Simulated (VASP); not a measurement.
# Re (P6_3/mmc) in VASP: settings compared, part 2 of 2

VASP 6.6.1.

## (3) Single point, revPBE+D3(BJ)

This run uses another cell than the first one, of 14.54 Å³/atom.

INCAR reads:

```
PREC = Accurate
ENCUT = 520
EDIFF = 1E-6
ISMEAR = -1
SIGMA = 0.05
LREAL = F
LASPH = T
NELM = 60
ALGO = Normal
ISIF = 2
LWAVE = F
LCHARG = T
GGA = RE
IVDW = 12
LELF = T
LVHAR = T
NBANDS = 14
```

KPOINTS reads:

```
regular mesh
0
Gamma
  11 11 6
```

POSCAR reads:

```
Re
1.0
    2.7488541615      0.0000000000      0.0000000000
   -1.3744270808      2.3805775352      0.0000000000
    0.0000000000      0.0000000000      4.4437638742
Re
2
Direct
    0.6666666667      0.3333333333      0.7500000000
    0.3333333333      0.6666666667      0.2500000000
```

Potentials or basis: VASP PAW PBE potentials, release 64 (Re).

The run is started by

```bash
$ cat potpaw_PBE.64/Re/POTCAR > POTCAR
$ mpirun -np 1 vasp_std > vasp.out
```

OUTCAR:

```text
PREC = Accurate
   ENCUT = 520
   EDIFF = 1E-6
   ISMEAR = -1
   LREAL = F
   LASPH = T
   NELM = 60
   ISIF = 2
   GGA = RE
   IVDW = 12
 IVDW          = 12

 ion  position               nearest neighbor table
   1  0.667  0.333  0.750-   2 2.73   2 2.73   2 2.73   2 2.73   2 2.73   2 2.73
   2  0.333  0.667  0.250-   1 2.73   1 2.73   1 2.73   1 2.73   1 2.73   1 2.73

  LATTYP: Found a hexagonal cell.
 ALAT       =     2.7488541615
 C/A-ratio  =     1.6165877173

  Lattice vectors:

 A1 = (   2.7488541615,   0.0000000000,   0.0000000000)
 A2 = (  -1.3744270808,   2.3805775352,   0.0000000000)
 A3 = (   0.0000000000,   0.0000000000,   4.4437638742)

Analysis of symmetry for initial positions (statically):
=====================================================================
 Subroutine PRICEL returns:
 Original cell was already a primitive cell.

 Routine SETGRP: Setting up the symmetry group for a
 hexagonal supercell.

 Subroutine GETGRP returns: Found 24 space group operations
 (whereof 12 operations were pure point group operations)
 out of a pool of 24 trial point group operations.

The static configuration has the point symmetry D_3d.
 The point group associated with its full space group is D_6h.

Analysis of symmetry for dynamics (positions and initial velocities):
=====================================================================
 Subroutine PRICEL returns:
 Original cell was already a primitive cell.

 Routine SETGRP: Setting up the symmetry group for a
 hexagonal supercell.

 Subroutine GETGRP returns: Found 24 space group operations
 (whereof 12 operations were pure point group operations)
 out of a pool of 24 trial point group operations.

The dynamic configuration has the point symmetry D_3d.
 The point group associated with its full space group is D_6h.

 Subroutine INISYM returns: Found 24 space group operations
 (whereof 12 operations are pure point group operations),
 and found     1 'primitive' translations

----------------------------------------------------------------------------------------

                                     Primitive cell

  volume of cell :      29.0794

  direct lattice vectors                    reciprocal lattice vectors
     2.748854162  0.000000000  0.000000000     0.363787943  0.210033067  0.000000000
    -1.374427081  2.380577535  0.000000000     0.000000000  0.420066133  0.000000000
     0.000000000  0.000000000  4.443763874     0.000000000  0.000000000  0.225034459

  length of vectors
     2.748854162  2.748854162  4.443763874     0.420066133  0.420066133  0.225034459

  position of ions in fractional coordinates (direct lattice)
     0.666666667  0.333333333  0.750000000
     0.333333333  0.666666667  0.250000000

  ion indices of the primitive-cell ions
   primitive index   ion index
                 1           1
                 2           2

----------------------------------------------------------------------------------------

 KPOINTS: regular mesh

Automatic generation of k-mesh.
 Grid dimensions read from file:
 generate k-points for:   11   11    6

 Generating k-lattice:

  Cartesian coordinates                     Fractional coordinates (reciprocal lattice)
     0.033071631  0.019093915  0.000000000     0.090909091  0.000000000  0.000000000
     0.000000000  0.038187830  0.000000000     0.000000000  0.090909091  0.000000000
     0.000000000  0.000000000  0.037505743     0.000000000  0.000000000  0.166666667

[... 40 lines left out ...]
   total plane-waves  NPLWV =  14400
   dimension x,y,z NGX =    20 NGY =   20 NGZ =   36
   dimension x,y,z NGXF=    40 NGYF=   40 NGZF=   72
   ions per type =               2
   NGX,Y,Z   is equivalent  to a cutoff of  12.10, 12.10, 13.47 a.u.
   NGXF,Y,Z  is equivalent  to a cutoff of  24.19, 24.19, 26.94 a.u.
 SYSTEM =  unknown system
   PREC   = accura    normal or accurate (medium, high low for compatibility)
   ISTART =      0    job   : 0-new  1-cont  2-samecut
   ICHARG =      2    charge: 1-file 2-atom 10-const
   ISPIN  =      1    spin polarized calculation?
   LNONCOLLINEAR =      F non collinear calculations
   LSORBIT =      F    spin-orbit coupling
   LASPH  =      T    aspherical Exc in radial PAW
   ENCUT  =  520.0 eV  38.22 Ry    6.18 a.u.   5.11  5.11  8.26*2*pi/ulx,y,z
   NELM   =     60;   NELMIN=  2; NELMDL= -5     # of ELM steps
   EDIFF  = 0.1E-05   stopping-criterion for ELM
   LREAL  =      F    real-space projection
   EDIFFG = 0.1E-04   stopping-criterion for IOM
   NSW    =      0    number of steps for IOM
   IBRION =     -1    ionic relax: 0-MD 1-quasi-New 2-CG
   NFREE  =      0    steps in history (QN), initial steepest desc. (CG)
   ISIF   =      2    stress and relaxation
   ISYM   =      2    0-nonsym 1-usesym 2-fastsym
   POTIM  = 0.5000    time-step for ionic-motion
   TEBEG  =    0.0;   TEEND  =   0.0 temperature during run
   PSTRESS=    0.0 pullay stress
   NELECT =      14.0000    total number of electrons
   NUPDOWN=      -1.0000    fix difference up-down
   EMIN   =  10.00;   EMAX   =-10.00  energy-range for DOS
   EFERMI =   0.00;   METHOD = LEGACY
   ISMEAR =    -1;   SIGMA  =   0.05  broadening in eV -4-tet -1-fermi 0-gaus
   EFERMI_NEDOS =   21; number of points for ismear=-14 and -15
   IALGO  =     38    algorithm
   IMIX   =      4    mixing-type and parameters
     AMIX     =   0.40;   BMIX     =  1.00
     AMIX_MAG =   1.60;   BMIX_MAG =  1.00
  volume/ion in A,a.u.               =      14.54        98.12
  Fermi-wavevector in a.u.,A,eV,Ry     =   1.283086  2.424681 22.399411  1.646310
  Thomas-Fermi vector in A             =   2.415360
   LORBIT       =      0    0 simple, 1 ext, 2 COOP (PROOUT), +10 PAW based schemes
   GGA     = RE    functional components
   LHFCALC =     F    Hartree Fock is set to
   AEXX    =    0.0000 exact exchange contribution
   IVDW    =    12    specifies the selected vdW correction
   LEPSILON=     F    determine dielectric tensor
   LRPA    =     F    only Hartree local field effects (RPA)
 non-spin polarized calculation
  energy-cutoff  :      520.00
  volume of cell :       29.08
 maximum number of plane-waves:       793
   NGX = 11   NGY = 11   NGZ = 17

 number of electron      14.0000001 magnetization

 Free energy of the ion-electron system (eV)
  ---------------------------------------------------
  ext. energy  EPLUGINS =         0.00000000
  ---------------------------------------------------
  free energy    TOTEN  =       -23.84363339 eV

  energy without entropy =      -23.83001879  energy(sigma->0) =      -23.83682609

 E-fermi :   8.0999     XC(G=0): -13.7782

 val. band max:        8.0813091638   @ k =   0.1818   0.0000   0.1667
 cond. band min:       8.1476708325   @ k =   0.3636   0.1818   0.3333
 fundamental gap:      0.0663616687
 Fermi energy:         8.0999264309

 k-point     1 :       0.0000    0.0000    0.0000
  band No.  band energies     occupation
      1      -1.8553      2.00000
      2       1.3802      2.00000
      3       6.4701      2.00000
      4       6.4834      2.00000
      5       6.4834      2.00000
      6       7.3330      2.00000
      7       7.3330      2.00000
      8       8.2897      0.04394
      9       8.2897      0.04394
     10       8.7061      0.00001
     11      11.5082      0.00000
     12      11.5082      0.00000
     13      18.2668      0.00000
     14      22.2272      0.00000
[... 377 lines left out ...]
      1       0.4903      2.00000
      2       3.1079      2.00000
      3       4.4735      2.00000
      4       4.8213      2.00000
      5       6.1068      2.00000
      6       6.8099      2.00000
      7       7.4348      2.00000
      8       8.3880      0.00627
      9       9.1178      0.00000
     10       9.5143      0.00000
     11      11.9151      0.00000
     12      15.0183      0.00000
     13      19.4171      0.00000
     14      24.1795      0.00000

 [... further k-points ...]

------------------------ aborting loop because EDIFF is reached ----------------------------------------

 Edisp (eV)   -2.40827

 E8    (eV) :    -1.7914

  FORCE on cell =-STRESS in cart. coord.  units (eV):
  Direction    XX          YY          ZZ          XY          YZ          ZX
  --------------------------------------------------------------------------------------
  -------------------------------------------------------------------------------------
  Total      -0.06665    -0.06665    -0.10301     0.00000     0.00000     0.00000
  in kB      -3.67216    -3.67216    -5.67558     0.00000     0.00000     0.00000
  external pressure =       -4.34 kB  Pullay stress =        0.00 kB

 VOLUME and BASIS-vectors are now :
 -----------------------------------------------------------------------------
  energy-cutoff  :      520.00
  volume of cell :       29.08
      direct lattice vectors                 reciprocal lattice vectors
     2.748854162  0.000000000  0.000000000     0.363787943  0.210033067  0.000000000
    -1.374427081  2.380577535  0.000000000     0.000000000  0.420066133  0.000000000
     0.000000000  0.000000000  4.443763874     0.000000000  0.000000000  0.225034459

 POSITION                                       TOTAL-FORCE (eV/Angst)
 -----------------------------------------------------------------------------------
      1.37443      0.79353      3.33282        -0.000000      0.000000      0.000000
     -0.00000      1.58705      1.11094         0.000000     -0.000000      0.000000
 -----------------------------------------------------------------------------------
    total drift:                               -0.000000      0.000000     -0.000000

  FREE ENERGIE OF THE ION-ELECTRON SYSTEM (eV)
  ---------------------------------------------------
  free  energy   TOTEN  =       -26.2518988409 eV

  energy  without entropy=      -26.2382842409  energy(sigma->0) =      -26.24509154
```

OSZICAR:

```text
N       E                     dE             d eps       ncg     rms          rms(c)
DAV:   1     0.203528687141E+02    0.20353E+02   -0.68499E+03  3584   0.126E+03
DAV:   2    -0.242231080065E+02   -0.44576E+02   -0.39651E+02  2926   0.277E+02
DAV:   3    -0.251570950030E+02   -0.93399E+00   -0.91257E+00  2866   0.416E+01
DAV:   4    -0.251659383742E+02   -0.88434E-02   -0.88377E-02  2700   0.284E+00
DAV:   5    -0.251661137376E+02   -0.17536E-03   -0.17534E-03  2832   0.719E-01    0.412E+01
DAV:   6    -0.242053183250E+02    0.96080E+00   -0.68693E-01  3122   0.227E+01    0.175E+01
DAV:   7    -0.238548859609E+02    0.35043E+00   -0.54160E-01  3144   0.198E+01    0.673E-01
DAV:   8    -0.238446216075E+02    0.10264E-01   -0.68218E-03  2744   0.650E-01    0.137E-01
DAV:   9    -0.238436122646E+02    0.10093E-02   -0.68169E-04  3370   0.364E-01    0.377E-02
DAV:  10    -0.238436309262E+02   -0.18662E-04   -0.45925E-05  2838   0.612E-02    0.108E-02
DAV:  11    -0.238436338166E+02   -0.28904E-05   -0.38712E-07  1828   0.173E-02    0.406E-03
DAV:  12    -0.238436333865E+02    0.43016E-06   -0.19844E-07  1454   0.137E-02
   1 F= -.26251899E+02 E0= -.26245092E+02  d E =-.136146E-01
```

stdout:

```text
POSCAR found type information on POSCAR Re
 POSCAR found :  1 types and       2 ions
 scaLAPACK will be used
 -----------------------------------------------------------------------------
|                                                                             |
|                                                                             |
|     You enforced a specific xc type in the INCAR file but a different       |
|     I HOPE YOU KNOW WHAT YOU ARE DOING!                                     |
|                                                                             |
 -----------------------------------------------------------------------------

 LDA part: xc-table for (Slater+PW92), standard interpolation
 POSCAR, INCAR and KPOINTS ok, starting setup
 FFT: planning ... GRIDC
 FFT: planning ... GRID_SOFT
 FFT: planning ... GRID
 WAVECAR not read
 entering main loop
```

Wall time 51 s (1 thread of Intel Xeon 8259CL, shared host); peak memory 0.13 GiB.

What came out:

```yaml
Free_energy: -26.2519 eV
Pressure: -0.4 GPa
Band_gap_on_the_k_mesh: zero (bands 7 and 8 overlap by 3.11 eV)
Dispersion_energy_per_atom: -1.204 eV
```

Caveat: the dispersion term is far too large for a dense solid, which distorts pressure and volume; the PAW data sets were made with another functional, which shifts forces and pressure a little; spin-orbit coupling is left out, which moves the levels of the heavy elements.

The gap in the log of VASP goes by the Fermi energy; the results here count the filled bands.